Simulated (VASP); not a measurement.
Write the native input for VASP 6.6.1 that does the following.

```yaml
Task: single point
Functional: PBEsol
Potentials_or_basis: VASP PAW PBE potentials, release 64 (Mn_pv, O)
Cutoff: 520 eV
k_mesh: 8 × 6 × 9
Occupations: fermi-dirac, width 0.05 eV
Spin: collinear spin, ferromagnetic start
Starting_moments: "[4.0, 4.0, 0.0, 0.0] μB"
Dipole_correction: no
Further_INCAR_settings: ALGO = Normal; EDIFF = 1e-07; NBANDS = 31
```

The structure of MnO lies in POSCAR:

```
MnO
1.0
    3.1546052866      0.0000000000      0.0000000000
    0.0000000000      4.3970589100      0.0000000000
    0.0000000000      0.0000000000      3.0965936558
Mn O
2 2
Direct
    0.4926670000      0.0058260000      0.7399190000
   -0.0108900000      0.5210170000      0.2602070000
    0.0024780000      0.0042680000      0.2358670000
    0.4898340000      0.4991850000      0.7703030000
```

This cell differs from its parent crystal: atoms moved at random.

The input as run:

INCAR

```
SYSTEM = MnO
ALGO = Normal
EDIFF = 1E-7
ENCUT = 520
GGA = PS
ISIF = 2
ISMEAR = -1
ISPIN = 2
LASPH = .True.
LCHARG = .False.
LMAXMIX = 4
LORBIT = 11
LREAL = .False.
LUSENCCL = .False.
LWAVE = .False.
MAGMOM = 4 4 0 0
NBANDS = 31
NELM = 150
PREC = Accurate
SIGMA = 0.05
```

KPOINTS

```
k-points
0
Gamma
  8 6 9
  0 0 0
```

Potentials or basis: VASP PAW PBE potentials, release 64 (Mn_pv, O).

Command:

```console
$ cat potpaw_PBE.64/Mn_pv/POTCAR potpaw_PBE.64/O/POTCAR > POTCAR
$ mpirun -np 1 vasp_std > vasp.out
```

Results of the run:

```yaml
Pressure: -4.6 GPa
Largest_force: 0.540 eV/Å
Net_moment: 9.38 μB per cell
Site_moments: Mn +4.26; O +0.19, +0.20 μB
Valence_electrons_inside_the_program's_atomic_spheres: Mn 11.38, 11.39; O 4.96
```

Caveat: the cell differs from its parent crystal (atoms moved at random); the PAW data sets were made with another functional, which shifts forces and pressure a little; only a ferromagnetic start was run, and an antiferromagnetic order may lie lower in energy.

Wall time 6.8 min on 1 × NVIDIA H100 80GB with 1 thread of AMD EPYC 7R13 Processor (Zen 3), on a shared host, peak memory 1.6 GiB.
